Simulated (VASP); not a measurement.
A run of VASP 6.6.1:

POSCAR

```
ScTaPb2O6
1.0
    0.0000000000      4.0540801213      4.0540801213
    4.0540801213      0.0000000000      4.0540801213
    4.0540801213      4.0540801213      0.0000000000
  Sc              Ta              Pb              O
     1     1     2     6
Direct
     0.0000000000000000    0.0000000000000000    0.0000000000000000
     0.5000000000000000    0.5000000000000000    0.5000000000000000
     0.2500000000000000    0.2500000000000000    0.2500000000000000
     0.7500000000000000    0.7500000000000000    0.7500000000000000
     0.2556498156665583    0.2556498156665583    0.7443501843334417
     0.7443501843334417    0.7443501843334417    0.2556498156665583
     0.7443501843334417    0.2556498156665583    0.7443501843334417
     0.2556498156665583    0.7443501843334417    0.2556498156665583
     0.2556498156665583    0.7443501843334417    0.7443501843334417
     0.7443501843334417    0.2556498156665583    0.2556498156665583
```

INCAR.step1

```
SYSTEM = ScTaPb2O6
ALGO = Fast
EDIFF = 1E-8
EDIFFG = -0.002
ENCUT = 600
GGA = PS
IBRION = 2
ISIF = 3
ISMEAR = 0
KPAR = 2
LASPH = .TRUE.
LCHARG = .FALSE.
LREAL = .FALSE.
LWAVE = .FALSE.
NELM = 80
NSW = 40
PREC = Accurate
SIGMA = 0.03
```

File INCAR.step2:

```
SYSTEM = ScTaPb2O6
ALGO = Fast
EDIFF = 1E-8
ENCUT = 600
GGA = PS
IBRION = 6
ISIF = 2
ISMEAR = 0
KPAR = 2
LASPH = .TRUE.
LCHARG = .FALSE.
LREAL = .FALSE.
LWAVE = .FALSE.
NELM = 80
NFREE = 2
NSW = 1
POTIM = 0.015
PREC = Accurate
SIGMA = 0.03
```

Contents of KPOINTS:

```
k-points
0
G
  6 6 6
  0 0 0
```

Potentials or basis: VASP PAW PBE potentials, release 64 (Sc_sv, Ta_pv, Pb_d, O).

Run with:

```sh
$ cat potpaw_PBE.64/Sc_sv/POTCAR potpaw_PBE.64/Ta_pv/POTCAR potpaw_PBE.64/Pb_d/POTCAR potpaw_PBE.64/O/POTCAR > POTCAR
$ cp INCAR.step1 INCAR
$ mpirun -np 2 vasp_std > vasp.out
$ cp CONTCAR POSCAR
$ cp INCAR.step2 INCAR
$ mpirun -np 2 vasp_std > vasp.out
```

Hardware: 2 MPI ranks on Intel(R) Xeon(R) Platinum 8259CL CPU @ 2.50GHz (Skylake/Cascade Lake), on a shared host.

**Question.** How long does it take, and how much memory?

**Answer.** Wall time 75 min on 2 MPI ranks on Intel(R) Xeon(R) Platinum 8259CL CPU @ 2.50GHz (Skylake/Cascade Lake), on a shared host, peak memory 0.96 GiB a rank. Counts: k points 16, ion steps 3.
